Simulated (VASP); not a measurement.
# CdS (Fm-3m) in VASP: further runs

The runs below take CdS through single point, with PBE.

Everything below comes from runs of VASP 6.6.1. Logs are shortened: lines on timing, memory, paths and dates and some standing lists are left out, and cuts for length are marked.

### Step 1. The cell of the first run

Symmetry: Fm-3m, No. 225, cubic system. The conventional cell has a = 5.506 Å, b = 5.506 Å, c = 5.506 Å, α = 90.00°, β = 90.00°, γ = 90.00°. Cd (site symmetry m-3m) has 6 S at 2.75 Å within 3.6 Å. S (site symmetry m-3m) has 6 Cd at 2.75 Å within 3.6 Å.

### Step 2. Single point, PBE

Input file INCAR:

```
PREC = Accurate
ENCUT = 520
EDIFF = 1E-7
ISMEAR = 0
SIGMA = 0.02
LREAL = F
LASPH = T
NELM = 60
ALGO = Normal
ISIF = 2
LWAVE = F
LCHARG = F
GGA = PE
NBANDS = 16
```

Input file KPOINTS:

```
regular mesh
0
Gamma
  8 8 8
```

Input file POSCAR:

```
CdS
1.0
    0.0000000000      2.7532440000      2.7532440000
    2.7532440000      0.0000000000      2.7532440000
    2.7532440000      2.7532440000      0.0000000000
Cd S
1 1
Direct
    0.0000000000      0.0000000000      0.0000000000
    0.5000000000      0.5000000000      0.5000000000
```

Potentials or basis: VASP PAW PBE potentials, release 64 (Cd, S).

Run with:

```bash
$ cat potpaw_PBE.64/Cd/POTCAR potpaw_PBE.64/S/POTCAR > POTCAR
$ mpirun -np 1 vasp_std > vasp.out
```

OUTCAR:

```text
PREC = Accurate
   ENCUT = 520
   EDIFF = 1E-7
   ISMEAR = 0
   LREAL = F
   LASPH = T
   NELM = 60
   ISIF = 2
   GGA = PE

 ion  position               nearest neighbor table
   1  0.000  0.000  0.000-   2 2.75   2 2.75   2 2.75   2 2.75   2 2.75   2 2.75
   2  0.500  0.500  0.500-   1 2.75   1 2.75   1 2.75   1 2.75   1 2.75   1 2.75

  LATTYP: Found a face centered cubic cell.
 ALAT       =     5.5064880000

  Lattice vectors:

 A1 = (   0.0000000000,   2.7532440000,   2.7532440000)
 A2 = (   2.7532440000,   0.0000000000,   2.7532440000)
 A3 = (   2.7532440000,   2.7532440000,   0.0000000000)

Analysis of symmetry for initial positions (statically):
=====================================================================
 Subroutine PRICEL returns:
 Original cell was already a primitive cell.

 Routine SETGRP: Setting up the symmetry group for a
 face centered cubic supercell.

 Subroutine GETGRP returns: Found 48 space group operations
[... 9 lines left out ...]

 Routine SETGRP: Setting up the symmetry group for a
 face centered cubic supercell.

 Subroutine GETGRP returns: Found 48 space group operations
[... 11 lines left out ...]
                                     Primitive cell

  volume of cell :      41.7411

  direct lattice vectors                    reciprocal lattice vectors
     0.000000000  2.753244000  2.753244000    -0.181603955  0.181603955  0.181603955
     2.753244000  0.000000000  2.753244000     0.181603955 -0.181603955  0.181603955
     2.753244000  2.753244000  0.000000000     0.181603955  0.181603955 -0.181603955

  length of vectors
     3.893675005  3.893675005  3.893675005     0.314547277  0.314547277  0.314547277

  position of ions in fractional coordinates (direct lattice)
     0.000000000  0.000000000  0.000000000
     0.500000000  0.500000000  0.500000000

  ion indices of the primitive-cell ions
   primitive index   ion index
                 1           1
                 2           2

----------------------------------------------------------------------------------------

 KPOINTS: regular mesh

Automatic generation of k-mesh.
 Grid dimensions read from file:
 generate k-points for:    8    8    8

 Generating k-lattice:

  Cartesian coordinates                     Fractional coordinates (reciprocal lattice)
    -0.022700494  0.022700494  0.022700494     0.125000000  0.000000000  0.000000000
     0.022700494 -0.022700494  0.022700494     0.000000000  0.125000000  0.000000000
     0.022700494  0.022700494 -0.022700494     0.000000000  0.000000000  0.125000000

  Length of vectors
     0.039318410  0.039318410  0.039318410

  Shift w.r.t. Gamma in fractional coordinates (k-lattice)
     0.000000000  0.000000000  0.000000000

 Subroutine IBZKPT returns following result:
 ===========================================

 Found     29 irreducible k-points:

 Following reciprocal coordinates:
            Coordinates               Weight
  0.000000  0.000000  0.000000      1.000000
  0.125000  0.000000  0.000000      8.000000
  0.250000  0.000000  0.000000      8.000000
  0.375000  0.000000  0.000000      8.000000
  0.500000  0.000000  0.000000      4.000000
  0.125000  0.125000  0.000000      6.000000
[... 16 lines left out ...]
  0.500000  0.250000  0.125000     48.000000
 -0.375000  0.250000  0.125000     24.000000
 [... further k-points ...]
   k-points           NKPTS =     29   k-points in BZ     NKDIM =     29   number of bands    NBANDS=     16
   number of dos      NEDOS =    301   number of ions     NIONS =      2
   total plane-waves  NPLWV =  27000
   dimension x,y,z NGX =    30 NGY =   30 NGZ =   30
   dimension x,y,z NGXF=    60 NGYF=   60 NGZF=   60
   ions per type =               1   1
   NGX,Y,Z   is equivalent  to a cutoff of  12.81, 12.81, 12.81 a.u.
   NGXF,Y,Z  is equivalent  to a cutoff of  25.62, 25.62, 25.62 a.u.
 SYSTEM =  unknown system
   PREC   = accura    normal or accurate (medium, high low for compatibility)
   ISTART =      0    job   : 0-new  1-cont  2-samecut
   ICHARG =      2    charge: 1-file 2-atom 10-const
   ISPIN  =      1    spin polarized calculation?
   LNONCOLLINEAR =      F non collinear calculations
   LSORBIT =      F    spin-orbit coupling
   LASPH  =      T    aspherical Exc in radial PAW
   ENCUT  =  520.0 eV  38.22 Ry    6.18 a.u.   7.24  7.24  7.24*2*pi/ulx,y,z
   NELM   =     60;   NELMIN=  2; NELMDL= -5     # of ELM steps
   EDIFF  = 0.1E-06   stopping-criterion for ELM
   LREAL  =      F    real-space projection
   EDIFFG = 0.1E-05   stopping-criterion for IOM
   NSW    =      0    number of steps for IOM
   IBRION =     -1    ionic relax: 0-MD 1-quasi-New 2-CG
   NFREE  =      0    steps in history (QN), initial steepest desc. (CG)
   ISIF   =      2    stress and relaxation
   ISYM   =      2    0-nonsym 1-usesym 2-fastsym
   POTIM  = 0.5000    time-step for ionic-motion
   TEBEG  =    0.0;   TEEND  =   0.0 temperature during run
   PSTRESS=    0.0 pullay stress
   NELECT =      18.0000    total number of electrons
   NUPDOWN=      -1.0000    fix difference up-down
   EMIN   =  10.00;   EMAX   =-10.00  energy-range for DOS
   EFERMI =   0.00;   METHOD = LEGACY
   ISMEAR =     0;   SIGMA  =   0.02  broadening in eV -4-tet -1-fermi 0-gaus
   EFERMI_NEDOS =   21; number of points for ismear=-14 and -15
   IALGO  =     38    algorithm
   IMIX   =      4    mixing-type and parameters
     AMIX     =   0.40;   BMIX     =  1.00
     AMIX_MAG =   1.60;   BMIX_MAG =  1.00
  volume/ion in A,a.u.               =      20.87       140.84
  Fermi-wavevector in a.u.,A,eV,Ry     =   1.236833  2.337275 20.813583  1.529755
  Thomas-Fermi vector in A             =   2.371425
   LORBIT       =      0    0 simple, 1 ext, 2 COOP (PROOUT), +10 PAW based schemes
   GGA     = PE    functional components
   LHFCALC =     F    Hartree Fock is set to
   AEXX    =    0.0000 exact exchange contribution
   IVDW    =     0    specifies the selected vdW correction
   LEPSILON=     F    determine dielectric tensor
   LRPA    =     F    only Hartree local field effects (RPA)
 non-spin polarized calculation
 Gauss-broadening in eV      SIGMA  =   0.02
  energy-cutoff  :      520.00
  volume of cell :       41.74
 maximum number of plane-waves:      1158
 NGX is ok and might be reduce to    30
   NGX = 15   NGY = 15   NGZ = 15

 number of electron      18.0000005 magnetization

 Free energy of the ion-electron system (eV)
  ---------------------------------------------------
  ext. energy  EPLUGINS =         0.00000000
  ---------------------------------------------------
  free energy    TOTEN  =        -5.87660290 eV

  energy without entropy =       -5.87660290  energy(sigma->0) =       -5.87660290

 E-fermi :   2.8324     XC(G=0): -10.3034

 val. band max:        2.7131861877   @ k =   0.5000   0.0000   0.0000
 cond. band min:       2.9676237044   @ k =   0.5000   0.5000   0.0000
 fundamental gap:      0.2544375167
 Fermi energy:         2.8323827297

 k-point     1 :       0.0000    0.0000    0.0000
  band No.  band energies     occupation
      1      -9.9458      2.00000
      2      -4.8595      2.00000
      3      -4.8595      2.00000
      4      -4.8595      2.00000
      5      -4.8591      2.00000
      6      -4.8591      2.00000
[... 8 lines left out ...]
     15      14.0311      0.00000
     16      14.0579      0.00000

 k-point     2 :       0.1250    0.0000    0.0000
  band No.  band energies     occupation
      1      -9.8168      2.00000
      2      -4.9034      2.00000
      3      -4.9034      2.00000
      4      -4.8730      2.00000
      5      -4.8316      2.00000
      6      -4.8316      2.00000
[... 8 lines left out ...]
     15      12.9495      0.00000
     16      13.7483      0.00000

 k-point     3 :       0.2500    0.0000    0.0000
  band No.  band energies     occupation
      1      -9.4718      2.00000
      2      -5.0068      2.00000
      3      -5.0068      2.00000
      4      -4.9235      2.00000
      5      -4.7637      2.00000
      6      -4.7637      2.00000
[... 8 lines left out ...]
     15      13.5375      0.00000
     16      13.5375      0.00000

 k-point     4 :       0.3750    0.0000    0.0000
  band No.  band energies     occupation
      1      -9.0598      2.00000
      2      -5.1060      2.00000
      3      -5.1060      2.00000
      4      -5.0220      2.00000
      5      -4.6944      2.00000
      6      -4.6944      2.00000
[... 8 lines left out ...]
     15      14.7918      0.00000
     16      14.7918      0.00000

 k-point     5 :       0.5000    0.0000    0.0000
  band No.  band energies     occupation
      1      -8.8598      2.00000
      2      -5.1459      2.00000
      3      -5.1459      2.00000
      4      -5.0903      2.00000
      5      -4.6653      2.00000
      6      -4.6653      2.00000
[... 8 lines left out ...]
     15      15.6946      0.00000
     16      15.6946      0.00000

 k-point     6 :       0.1250    0.1250    0.0000
  band No.  band energies     occupation
      1      -9.7803      2.00000
      2      -4.9501      2.00000
      3      -4.8811      2.00000
      4      -4.8439      2.00000
      5      -4.8320      2.00000
      6      -4.8320      2.00000
[... 8 lines left out ...]
     15      15.0857      0.00000
     16      15.1884      0.00000

 k-point     7 :       0.2500    0.1250    0.0000
  band No.  band energies     occupation
      1      -9.5264      2.00000
      2      -5.0239      2.00000
      3      -4.9059      2.00000
      4      -4.9024      2.00000
      5      -4.7890      2.00000
      6      -4.7569      2.00000
[... 8 lines left out ...]
     15      14.6428      0.00000
     16      15.0673      0.00000

 k-point     8 :       0.3750    0.1250    0.0000
  band No.  band energies     occupation
      1      -9.1613      2.00000
      2      -5.0669      2.00000
      3      -5.0060      2.00000
      4      -4.9537      2.00000
      5      -4.7233      2.00000
      6      -4.6853      2.00000
[... 8 lines left out ...]
     15      15.3062      0.00000
     16      15.4512      0.00000

 k-point     9 :       0.5000    0.1250    0.0000
  band No.  band energies     occupation
      1      -8.8981      2.00000
      2      -5.0932      2.00000
      3      -5.0412      2.00000
      4      -5.0321      2.00000
      5      -4.6648      2.00000
      6      -4.6591      2.00000
[... 8 lines left out ...]
     15      15.8458      0.00000
     16      16.4004      0.00000
[... 172 lines left out ...]
 k-point    19 :       0.5000    0.3750    0.0000
  band No.  band energies     occupation
      1      -9.0548      2.00000
      2      -4.9858      2.00000
      3      -4.8142      2.00000
      4      -4.6591      2.00000
      5      -4.6194      2.00000
      6      -4.1882      2.00000
[... 8 lines left out ...]
     15      16.9032      0.00000
     16      17.6813      0.00000

 k-point    20 :      -0.3750    0.3750    0.0000
  band No.  band energies     occupation
      1      -8.9576      2.00000
      2      -4.9625      2.00000
      3      -4.9248      2.00000
      4      -4.7331      2.00000
      5      -4.6351      2.00000
      6      -4.2276      2.00000
[... 8 lines left out ...]
     15      15.6016      0.00000
     16      18.2466      0.00000

 k-point    21 :       0.5000    0.5000    0.0000
  band No.  band energies     occupation
      1      -9.0827      2.00000
      2      -5.0072      2.00000
      3      -4.7553      2.00000
      4      -4.6030      2.00000
      5      -4.6030      2.00000
      6      -3.9578      2.00000
[... 8 lines left out ...]
     15      17.0595      0.00000
     16      17.3325      0.00000

 k-point    22 :       0.3750    0.2500    0.1250
  band No.  band energies     occupation
      1      -9.2822      2.00000
      2      -5.0284      2.00000
      3      -4.9448      2.00000
      4      -4.9175      2.00000
      5      -4.7481      2.00000
      6      -4.6803      2.00000
[... 8 lines left out ...]
     15      15.8157      0.00000
     16      16.5736      0.00000

 k-point    23 :       0.5000    0.2500    0.1250
  band No.  band energies     occupation
      1      -9.0169      2.00000
      2      -5.0335      2.00000
      3      -4.9733      2.00000
      4      -4.9127      2.00000
      5      -4.6894      2.00000
      6      -4.6013      2.00000
[... 8 lines left out ...]
     15      16.2710      0.00000
     16      16.7809      0.00000

 k-point    24 :      -0.3750    0.2500    0.1250
  band No.  band energies     occupation
      1      -8.8998      2.00000
      2      -5.0711      2.00000
      3      -4.9446      2.00000
      4      -4.9024      2.00000
      5      -4.6551      2.00000
      6      -4.5649      2.00000
[... 8 lines left out ...]
     15      14.9554      0.00000
     16      17.0963      0.00000

 [... further k-points ...]
[... 5 lines left out ...]
  --------------------------------------------------------------------------------------
  -------------------------------------------------------------------------------------
  Total       -0.0194040     -0.0194040     -0.0194040      0.0000000      0.0000000     -0.0000000
  in kB       -0.7447959     -0.7447959     -0.7447959      0.0000000      0.0000000     -0.0000000
  external PRESSURE =      -0.7447959 kB  Pullay stress =       0.0000000 kB

 VOLUME and BASIS-vectors are now :
 -----------------------------------------------------------------------------
  energy-cutoff  :      520.00
  volume of cell :       41.74
      direct lattice vectors                 reciprocal lattice vectors
     0.000000000  2.753244000  2.753244000    -0.181603955  0.181603955  0.181603955
     2.753244000  0.000000000  2.753244000     0.181603955 -0.181603955  0.181603955
     2.753244000  2.753244000  0.000000000     0.181603955  0.181603955 -0.181603955

 POSITION                                       TOTAL-FORCE (eV/Angst)
 -----------------------------------------------------------------------------------
      0.00000      0.00000      0.00000         0.000000      0.000000      0.000000
      2.75324      2.75324      2.75324        -0.000000     -0.000000     -0.000000
 -----------------------------------------------------------------------------------
    total drift:                               -0.000000      0.000000      0.000000

  FREE ENERGIE OF THE ION-ELECTRON SYSTEM (eV)
  ---------------------------------------------------
  free  energy   TOTEN  =        -5.8766028996 eV

  energy  without entropy=       -5.8766028996  energy(sigma->0) =       -5.87660290
```

Run time: 22 s. Hardware: 1 thread of Intel Xeon Platinum 8259CL at 2.50GHz (Skylake/Cascade Lake), shared host; peak memory 0.17 GiB.

What came out:

```
Free energy            : -5.8766 eV
Pressure               : -0.1 GPa
Band gap on the k mesh : 0.25 eV, indirect (least direct gap 1.53 eV)
```

### Step 3. Single point, PBE

Input file INCAR:

```
SYSTEM = CdS
PREC     = Accurate       ! precision mode
ENCUT    = 520            ! plane-wave cutoff, eV
EDIFF    = 1E-7           ! SCF threshold, eV
ISMEAR   = 0              ! smearing method
SIGMA    = 0.023          ! smearing width, eV
LREAL    = .FALSE.        ! projectors in reciprocal space
LASPH    = .TRUE.         ! aspherical terms in the spheres
NELM     = 80             ! most SCF steps
ALGO     = Normal         ! electronic algorithm
ISIF     = 2              ! what is computed and relaxed
LWAVE    = .FALSE.        ! write WAVECAR
LCHARG   = .TRUE.         ! write CHGCAR
GGA      = PE             ! functional
LELF     = .TRUE.         ! ELF
LVHAR    = .TRUE.       
NBANDS   = 16             ! bands
```

Input file KPOINTS:

```
regular mesh
0
G
  8 8 8
  0 0 0
```

POSCAR is that of step 2.

Potentials or basis: VASP PAW PBE potentials, release 64 (Cd, S).

Run with:

```bash
$ cat potpaw_PBE.64/Cd/POTCAR potpaw_PBE.64/S/POTCAR > POTCAR
$ mpirun -np 1 vasp_std > vasp.out
```

Wall time 23 s (1 thread of Intel Xeon Platinum 8259CL at 2.50GHz (Skylake/Cascade Lake), shared host); peak memory 0.17 GiB.

The run converged. Its results:

```yaml
Free_energy: -5.8766 eV
Pressure: -0.1 GPa
Band_gap_on_the_k_mesh: 0.25 eV, indirect (least direct gap 1.53 eV)
```

Levels at points of the mesh, in eV from the valence-band top:
```
           k point  band 7  band 8  band 9  band 10  band 11  band 12
(0.00, 0.00, 0.00)   -0.70   -0.70   -0.70     0.83     9.23     9.23
(0.50, 0.00, 0.00)   -4.75    0.00    0.00     3.54     5.93     5.93
(0.50, 0.50, 0.00)   -4.10   -2.05   -2.05     0.25     6.07     9.74
```

A k mesh can miss the band edges.

### Step 4. Single point, PBE

Input file INCAR:

```
SYSTEM = CdS
PREC = Accurate ; ENCUT = 520
EDIFF = 1E-6 ; ISMEAR = 0
SIGMA = 0.024 ; LREAL = .False.
LASPH = .True. ; NELM = 80
ALGO = Normal ; ISIF = 2
LWAVE = .False. ; LCHARG = .True.
GGA = PE ; LELF = .True.
LVHAR = .True. ; NBANDS = 16
```

Input file KPOINTS:

```
Automatic mesh
0
Gamma
  8 8 8
  0 0 0
```

POSCAR is that of step 3.

Run with:

```bash
$ cat potpaw_PBE.64/Cd/POTCAR potpaw_PBE.64/S/POTCAR > POTCAR
$ mpirun -np 1 vasp_std > vasp.out
```

It took 23 s on 1 thread of Intel Xeon Platinum 8259CL at 2.50GHz (Skylake/Cascade Lake), shared host; peak memory 0.17 GiB.

Results (log left out):

```
Free energy            : -5.8766 eV
Pressure               : -0.1 GPa
Band gap on the k mesh : 0.25 eV, indirect (least direct gap 1.53 eV)
```

Levels at points of the mesh, in eV from the valence-band top:
```
           k point  band 7  band 8  band 9  band 10  band 11  band 12
(0.00, 0.00, 0.00)   -0.70   -0.70   -0.70     0.83     9.23     9.23
(0.50, 0.00, 0.00)   -4.75    0.00    0.00     3.54     5.93     5.93
(0.50, 0.50, 0.00)   -4.10   -2.05   -2.05     0.25     6.07     9.74
```

A k mesh can miss the band edges.

### Step 5. Overview

```csv
smearing,gap on the mesh (eV),pressure (GPa)
gaussian 0.02 eV,0.25,-0.1
gaussian 0.023 eV,0.25,-0.1
gaussian 0.024 eV,0.25,-0.1
```

Alike in all rows: task single point; level PBE; potentials or basis VASP PAW PBE potentials, release 64 (Cd, S); no spin polarisation; cell as given; k mesh 8 × 8 × 8; cutoff (eV) 520.

On the cell as given the gap runs from 0.25 eV (PBE) to 0.25 eV (PBE).

Absolute energies hang on the potentials; compare differences alone.
